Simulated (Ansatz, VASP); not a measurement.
Two plane-wave programs on Be

```xyz
2
Lattice="2.2700 0.0000 0.0000 -1.1350 1.9658 0.0000 0.0000 0.0000 3.5601" Properties=species:S:1:pos:R:3 pbc="T T T"
Be    1.1350    0.6553    2.6701
Be    0.0000    1.3106    0.8900
```

Alike in both runs: task single point; functional r2SCAN; k mesh 13 × 13 × 8; occupations fermi-dirac, width 0.05 eV; no spin polarisation.

|  | VASP | Ansatz |
| --- | --- | --- |
| version | VASP 6.6.1 | Ansatz 0.2.0 |
| potentials or method | VASP PAW PBE potentials, release 64 (Be) | Ansatz PAW |
| plane-wave cutoff (eV) | 520 | 500 |
| valence electrons in the cell | 4 | 4 |

```csv
,VASP,Ansatz,Ansatz less VASP
gap on the k mesh at the Fermi level (eV),none,none,-
pressure (GPa),-0.3,-0.4,-0.19
"traceless stress, the component that is largest in VASP (GPa)",-0.09,-0.15,-0.064
```

VASP's potentials were made for PBE, not for r2SCAN. A gap of «none» marks a metal or a gap that the smearing closes.
